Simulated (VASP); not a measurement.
## CoSi (NiAs type): relaxation of shape and atoms at fixed volume with PBE

CoSi (NiAs type):

```xyz
4
Lattice="3.3115 0.0000 0.0000 -1.6557 2.8678 0.0000 0.0000 0.0000 4.9209" Properties=species:S:1:pos:R:3 pbc="T T T"
Co    0.0000    0.0000    0.0000
Co    0.0000    0.0000    2.4605
Si    0.0000    1.9119    1.2302
Si    1.6557    0.9559    3.6907
```

* Program: VASP 6.6.1
* Task: relaxation of shape and atoms at fixed volume
* Functional: PBE
* Potentials or basis: VASP PAW PBE potentials, release 64 (Co, Si)
* Cutoff: 600 eV
* k mesh: 12 × 12 × 7
* Occupations: fermi-dirac, width 0.08 eV
* Spin: no spin polarisation
* Dipole correction: no
* Further INCAR settings: ALGO = Normal; EDIFF = 1e-06; IBRION = 2; EDIFFG = -0.005; NSW = 50; ISIF = 4

```yaml
Energy_gained_by_relaxing: 0.7 meV/atom
Ionic_steps: 3
Pressure_after_relaxing: 12.3 GPa
Band_gap_on_the_k_mesh: zero (bands 13 and 14 overlap by 2.87 eV)
```

Step by step:
```csv
step,energy change (eV),largest force (eV/Å),pressure (GPa),volume (Å³)
1,0.0000,0.0000,12.52,46.73
2,-0.0025,0.0000,12.41,46.73
3,-0.0029,0.0000,12.31,46.73
```

Final structure:
```xyz
4
Lattice="3.2965 0.0000 0.0000 -1.6482 2.8548 0.0000 0.0000 0.0000 4.9658" Properties=species:S:1:pos:R:3 pbc="T T T"
Co    0.0000    0.0000    0.0000
Co    0.0000    0.0000    2.4829
Si    0.0000    1.9032    1.2414
Si    1.6482    0.9516    3.7243
```

Levels at points of the mesh, in eV from the Fermi level:
```tsv
k point	band 11	band 12	band 13	band 14	band 15	band 16
(0.00, 0.00, 0.00)	-0.64	-0.64	1.25	3.83	3.83	6.22
(0.50, 0.00, 0.00)	-1.05	-0.97	-0.62	-0.47	-0.26	3.05
```

It took 3.3 min on 1 thread of Intel(R) Xeon(R) Platinum 8488C (Sapphire Rapids), on a shared host, peak memory 0.23 GiB.

Spin polarisation is off, so any magnetic state and its effect on volume and gap are missing.
